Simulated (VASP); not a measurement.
Wanted: the native input for a VASP 6.6.1 run.

| Item | Value |
| --- | --- |
| Task | relaxation of cell and atoms |
| Functional | r2SCAN |
| Potentials or basis | VASP PAW PBE potentials, release 64 (Mg, O) |
| Cutoff | 600 eV |
| k mesh | 6 × 6 × 6 |
| Occupations | gaussian, width 0.1 eV |
| Spin | no spin polarisation |
| Dipole correction | no |
| Further INCAR settings | ALGO = Normal; EDIFF = 1e-07; IBRION = 2; EDIFFG = -0.04; NSW = 90; ISIF = 3 |

The system is MgO2.

```xyz
3
Lattice="1.6048 0.9265 3.4940 -1.6048 0.9265 3.4940 0.0000 -1.8530 3.4940" Properties=species:S:1:pos:R:3 pbc="T T T"
Mg    0.0000    0.0000    0.0000
O     0.0000    0.0000    4.4945
O     0.0000    0.0000    5.9874
```

One way to write it, as run:

POSCAR

```
MgO2
1.0
    1.6047610160      0.9265092046      3.4939788749
   -1.6047610160      0.9265092046      3.4939788749
    0.0000000000     -1.8530184092      3.4939788749
Mg O
1 2
Direct
    0.0000000000      0.0000000000      0.0000000000
    0.4287860000      0.4287860000      0.4287860000
    0.5712140000      0.5712140000      0.5712140000
```

INCAR.step1

```
SYSTEM = MgO2
PREC = Accurate
ENCUT = 600
ISMEAR = 0
SIGMA = 0.1
LREAL = .False.
LASPH = .True.
NELM = 60
GGA = PE
ALGO = Normal
EDIFF = 1E-4
LWAVE = .True.
LCHARG = .False.
```

INCAR.step2

```
SYSTEM = MgO2
PREC = Accurate
ENCUT = 600
EDIFF = 1E-7
ISMEAR = 0
SIGMA = 0.1
LREAL = .False.
LASPH = .True.
NELM = 60
ALGO = Normal
ISIF = 3
LWAVE = .False.
LCHARG = .False.
METAGGA = R2SCAN
LMIXTAU = .True.
IBRION = 2
NSW = 90
EDIFFG = -0.04
ISTART = 1
```

KPOINTS

```
regular mesh
0
Gamma
  6 6 6
  0 0 0
```

Potentials or basis: VASP PAW PBE potentials, release 64 (Mg, O).

Run with:

```console
$ cat potpaw_PBE.64/Mg/POTCAR potpaw_PBE.64/O/POTCAR > POTCAR
$ cp INCAR.step1 INCAR
$ mpirun -np 1 vasp_std > vasp.out
$ cp INCAR.step2 INCAR
$ mpirun -np 1 vasp_std > vasp.out
```

Results of the run:

The relaxed volume is 9.90 Å³/atom. The relaxed cell is a = 3.906 Å, b = 3.906 Å, c = 3.906 Å, α = 47.55°, β = 47.55°, γ = 47.55°, the space group after relaxing (to 0.05 Å) is R-3m (No. 166) and the energy gained by relaxing is 9.7 meV/atom. The ionic steps are 6 and the pressure after relaxing is 0.0 GPa. The largest force after relaxing is 0.031 eV/Å. The band gap on the k mesh is 3.06 eV, direct.

Caveat: the PAW data sets were made with another functional, which shifts forces and pressure a little.

Run time: 120 s on 1 thread of Intel(R) Xeon(R) 6975P-C (Granite Rapids), on a shared host, peak memory 0.2 GiB.
